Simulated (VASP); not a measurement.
AlAs2: relaxation of cell and atoms with PBE

AlAs2:

```xyz
3
Lattice="3.8808 0.0000 0.0000 0.0000 3.8808 0.0000 0.0000 0.0000 5.4883" Properties=species:S:1:pos:R:3 pbc="T T T"
Al    0.0000    0.0000    0.0000
As    1.9404    0.0000    1.3721
As    0.0000    1.9404    4.1162
```

```yaml
Program: VASP 6.6.1
Task: relaxation of cell and atoms
Functional: PBE
Potentials_or_basis: VASP PAW PBE potentials, release 64 (Al, As)
Cutoff: 600 eV
k_mesh: 4 × 4 × 4
Occupations: gaussian, width 0.1 eV
Spin: no spin polarisation
Dipole_correction: no
Further_INCAR_settings: ALGO = Normal; EDIFF = 1e-06; IBRION = 2; EDIFFG = -0.04; NSW = 90; ISIF = 3
```

The relaxed volume is 21.00 Å³/atom. The relaxed cell is a = 3.910 Å, b = 3.910 Å, c = 4.121 Å, α = 90.00°, β = 90.00°, γ = 90.00° and the space group after relaxing (to 0.05 Å) is P-4m2 (No. 115). The energy gained by relaxing is 381.1 meV/atom, the ionic steps are 35 and the pressure after relaxing is 0.2 GPa. The largest force after relaxing is 0.009 eV/Å.

Forces on the atoms (eV/Å):
```
Al   0.000  0.000  0.000
As   0.000  0.000  0.009
As   0.000  0.000 -0.009
```

Step by step:
| step | energy change (eV) | largest force (eV/Å) | pressure (GPa) | volume (Å³) |
| --- | --- | --- | --- | --- |
| 1 | 0.0000 | 0.8054 | 1.46 | 82.66 |
| 2 | -0.0523 | 0.3808 | -1.24 | 85.70 |
| 3 | -0.0532 | 0.3281 | -1.58 | 86.14 |
| 4 | -0.1059 | 0.3816 | -1.59 | 84.19 |
| 5 | -0.2925 | 0.7002 | -1.27 | 78.38 |
| 6 | -0.6930 | 1.2308 | 2.47 | 67.11 |
| 7 | 0.9566 | 1.4830 | 41.65 | 45.88 |
| 8 | -0.4010 | 1.7454 | 10.28 | 61.37 |
| 9 | -0.3239 | 1.8510 | 14.46 | 57.29 |
| 10 | -0.3282 | 1.8375 | 14.49 | 57.20 |
| 11 | -0.3400 | 1.8086 | 14.57 | 56.91 |
| 12 | -0.3636 | 1.8873 | 14.58 | 56.35 |
| 13 | -0.4216 | 1.8314 | 15.00 | 55.21 |
| 14 | -0.4036 | 1.2088 | 18.23 | 52.93 |
| 15 | -0.4378 | 1.7376 | 16.27 | 54.24 |
| 16 | -0.4341 | 1.5162 | 17.08 | 53.63 |
| 17 | -0.4380 | 1.6178 | 16.73 | 53.88 |
| 18 | -0.4814 | 1.5459 | 15.91 | 54.16 |
| 19 | -0.6000 | 1.3377 | 13.62 | 55.01 |
| 20 | -0.7907 | 0.9789 | 9.72 | 56.75 |
| 21 | -1.0037 | 0.3542 | 3.12 | 60.32 |
| 22 | -0.9866 | 0.0790 | -4.85 | 67.90 |
| 23 | -1.0492 | 0.1670 | -1.34 | 63.99 |
| 24 | -1.0498 | 0.1738 | -0.94 | 63.61 |
| 25 | -1.0617 | 0.1366 | -0.86 | 63.49 |
| 26 | -1.0902 | 0.0224 | -0.59 | 63.11 |
| 27 | -1.1190 | 0.1707 | 0.36 | 62.32 |
| 28 | -1.1232 | 0.2243 | 1.04 | 61.94 |
| 29 | -1.1231 | 0.2408 | 1.32 | 61.77 |
| 30 | -1.1312 | 0.2340 | 0.51 | 62.57 |
| 31 | -1.1327 | 0.2253 | 0.04 | 63.05 |
| 32 | -1.1361 | 0.1898 | -0.03 | 63.13 |
| 33 | -1.1422 | 0.0767 | -0.23 | 63.34 |
| 34 | -1.1428 | 0.0271 | -0.31 | 63.43 |
| 35 | -1.1432 | 0.0087 | 0.22 | 62.99 |

Final structure:
```
Al As
1.0
     3.90975    0.00000    0.00000
     0.00000    3.90975    0.00000
     0.00000    0.00000    4.12065
Al As
1 2
Direct
  0.00000 0.00000 0.00000
  0.50000 0.00000 0.42091
  0.00000 0.50000 0.57909
```

Levels at points of the mesh, in eV from the Fermi level:
```
           k point  band 3  band 4  band 5  band 6  band 7  band 8  band 9  band 10
(0.00, 0.00, 0.00)   -3.90   -3.90   -3.07   -3.06    1.21    2.83    2.83     3.22
(0.50, 0.00, 0.00)   -3.54   -2.30   -2.18   -2.16   -0.90    0.16    1.25     1.81
(0.50, 0.50, 0.00)   -7.88   -5.58   -1.12   -1.12    0.26    1.84    2.38     3.80
(0.00, 0.00, 0.50)   -5.61   -3.26   -3.26   -1.00    0.91    0.91    1.98     4.38
(0.50, 0.00, 0.50)   -6.56   -5.00   -1.51   -0.80   -0.51    0.62    2.59     3.03
(0.50, 0.50, 0.50)   -6.73   -5.07   -4.13   -3.95   -3.95    0.68    6.62     7.67
```

Run time: 13 min on 1 thread of AMD EPYC 7R13, on a shared host, peak memory 0.2 GiB.

Caveat: the k points lie up to 0.40 Å⁻¹ apart in the final cell; the volume moved by over 15 % at a fixed basis, so the end points are rough.
